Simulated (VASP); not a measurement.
Input of a VASP 6.6.1 run:

The input INCAR:

```
PREC = Accurate ; ENCUT = 520
EDIFF = 1E-7 ; ISMEAR = 0
SIGMA = 0.1 ; LREAL = False
LASPH = True ; NELM = 60
ALGO = Normal ; ISIF = 2
LWAVE = False ; LCHARG = False
GGA = PE ; NBANDS = 21
```

File KPOINTS:

```
Automatic mesh
0
Gamma
  6 6 6
```

The input POSCAR:

```
Sn
1.0
   -2.6798607513      2.6798607513      1.5005122109
    2.6798607513     -2.6798607513      1.5005122109
    2.6798607513      2.6798607513     -1.5005122109
Sn
2
Direct
    0.2500000000      0.7500000000      0.5000000000
    0.5000000000      0.5000000000      0.0000000000
```

Potentials or basis: VASP PAW PBE potentials, release 64 (Sn_d).

Command:

```bash
$ cat potpaw_PBE.64/Sn_d/POTCAR > POTCAR
$ mpirun -np 1 vasp_std > vasp.out
```

Q: Predict the band gap on the k mesh.

A: Zero (band 14 reaches 13.18 eV, above the bottom of band 15 at 7.30 eV).

Q: Estimate the pressure.

A: 26.4 GPa.

Stress tensor (GPa, compression positive):
```
30.83  0.00  0.00
 0.00 30.83  0.00
 0.00  0.00 17.55
```

Caveat: the k points lie up to 0.40 Å⁻¹ apart; the cell differs from its parent crystal (Ge replaced by Sn, lengths x 1.095, strained); spin-orbit coupling is left out, which moves the levels of the heavy elements.
